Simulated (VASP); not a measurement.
The system is Sn2C3.

```
Sn C
1.0
     4.27000    0.00000    0.00000
    -2.13500    3.69793    0.00000
     0.00000    0.00000   11.20000
Sn C
4 6
Direct
  0.00000 0.00000 0.73300
  0.66667 0.33333 0.57800
  0.00000 0.00000 0.26700
  0.33333 0.66667 0.42200
  0.66670 0.00000 0.00000
  0.66670 0.66670 0.00000
  0.00000 0.66670 0.00000
  0.33330 0.33330 0.00000
  0.00000 0.33330 0.00000
  0.33330 0.00000 0.00000
```

| Property | Result |
| --- | --- |
| Program | VASP 6.6.1 |
| Task | relaxation of cell and atoms |
| Functional | PBE |
| Potentials or basis | VASP PAW PBE potentials, release 64 (Sn_d, C) |
| Cutoff | 600 eV |
| k mesh | 4 × 4 × 2 |
| Occupations | gaussian, width 0.2 eV |
| Spin | no spin polarisation |

At the start: pressure 2.6 GPa; volume 17.68 Å³/atom.

Problem. Where does the relaxation end?

Solution. Over 21 steps the energy falls by 39.7 meV/atom and the volume is 21.47 Å³/atom (+21.4 %); space group P-3m1 (No. 164, to 0.1 Å) before and after.

Step by step:
| step | energy change (eV) | largest force (eV/Å) | pressure (GPa) | volume (Å³) |
| --- | --- | --- | --- | --- |
| 1 | 0.0000 | 0.2086 | 2.59 | 176.85 |
| 2 | -0.0706 | 0.6507 | -0.83 | 184.26 |
| 3 | -0.0717 | 0.5631 | -0.49 | 183.45 |
| 4 | -0.1322 | 0.1456 | -0.93 | 186.26 |
| 5 | -0.1817 | 0.5628 | -1.60 | 191.66 |
| 6 | -0.2352 | 0.3535 | -0.68 | 192.60 |
| 7 | -0.2549 | 0.4070 | 0.32 | 193.49 |
| 8 | -0.2550 | 0.4100 | 0.43 | 193.58 |
| 9 | -0.2623 | 0.3999 | 0.35 | 194.27 |
| 10 | -0.2822 | 0.3661 | 0.13 | 196.34 |
| 11 | -0.3127 | 0.2932 | -0.26 | 200.48 |
| 12 | -0.3388 | 0.1974 | -0.82 | 208.80 |
| 13 | -0.3475 | 0.2336 | 0.25 | 208.56 |
| 14 | -0.3476 | 0.2314 | 0.18 | 208.58 |
| 15 | -0.3533 | 0.2161 | 0.17 | 209.00 |
| 16 | -0.3688 | 0.1684 | 0.13 | 210.26 |
| 17 | -0.3897 | 0.1442 | 0.13 | 212.80 |
| 18 | -0.3649 | 0.3646 | 0.40 | 217.88 |
| 19 | -0.3935 | 0.1917 | 0.17 | 213.97 |
| 20 | -0.3948 | 0.1565 | -0.22 | 215.35 |
| 21 | -0.3968 | 0.0442 | -0.05 | 214.74 |

Final structure:
```yaml
crystal:
  lattice:
    - [4.24875, 0.00000, 0.00000]
    - [-2.12437, 3.67952, 0.00000]
    - [0.00000, 0.00000, 13.73603]
  atoms:
    - { symbol: Sn, position: [0.00000, 0.00000, 0.70585] }
    - { symbol: Sn, position: [0.66667, 0.33333, 0.56969] }
    - { symbol: Sn, position: [0.00000, 0.00000, 0.29415] }
    - { symbol: Sn, position: [0.33333, 0.66667, 0.43031] }
    - { symbol: C, position: [0.66680, 0.00000, 0.00000] }
    - { symbol: C, position: [0.66680, 0.66680, 0.00000] }
    - { symbol: C, position: [0.00000, 0.66680, 0.00000] }
    - { symbol: C, position: [0.33320, 0.33320, 0.00000] }
    - { symbol: C, position: [0.00000, 0.33320, 0.00000] }
    - { symbol: C, position: [0.33320, 0.00000, 0.00000] }
```

Caveat: the k points lie up to 0.43 Å⁻¹ apart in the final cell, too coarse for converged energies and pressures of a metal; the volume moved by over 15 % at a fixed basis, so the end points are rough; the relaxation stopped at a loose force limit of 0.08 eV/Å, so its end isn't a converged minimum.
